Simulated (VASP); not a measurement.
A run of VASP 6.6.1 is set up as follows.

File POSCAR:

```
Bi
1.0
   -1.9681319396      1.9681319396      1.9681319396
    1.9681319396     -1.9681319396      1.9681319396
    1.9681319396      1.9681319396     -1.9681319396
Bi
1
Direct
    0.0000000000      0.0000000000      0.0000000000
```

Contents of INCAR.step1:

```
SYSTEM = Bi
PREC = Accurate
ENCUT = 520
EDIFF = 1E-5
ISMEAR = -1
SIGMA = 0.05
LREAL = .False.
LASPH = .True.
NELM = 80
ALGO = Normal
ISIF = 2
LWAVE = .True.
GGA = PE
NBANDS = 14
```

File INCAR.step2:

```
SYSTEM = Bi
PREC = Accurate
ENCUT = 520
EDIFF = 1E-6
ISMEAR = -1
SIGMA = 0.05
LREAL = .False.
LASPH = .True.
NELM = 80
ALGO = Normal
ISIF = 2
LWAVE = .False.
LCHARG = .True.
GGA = PE
LHFCALC = .True.
AEXX = 0.25
PRECFOCK = Normal
LELF = .True.
LVHAR = .True.
ISTART = 1
NBANDS = 14
```

KPOINTS

```
Automatic mesh
0
Gamma
  6 6 6
  0 0 0
```

Potentials or basis: VASP PAW PBE potentials, release 64 (Bi_d).

The run is started by

```bash
$ cat potpaw_PBE.64/Bi_d/POTCAR > POTCAR
$ cp INCAR.step1 INCAR
$ mpirun -np 1 vasp_std > vasp.out
$ cp INCAR.step2 INCAR
$ mpirun -np 1 vasp_std > vasp.out
```

Task: Predict the pressure.

Result: 0.1 GPa.

Caveat: the k points lie up to 0.38 Å⁻¹ apart; the PAW data sets were made with another functional, which shifts forces and pressure a little.
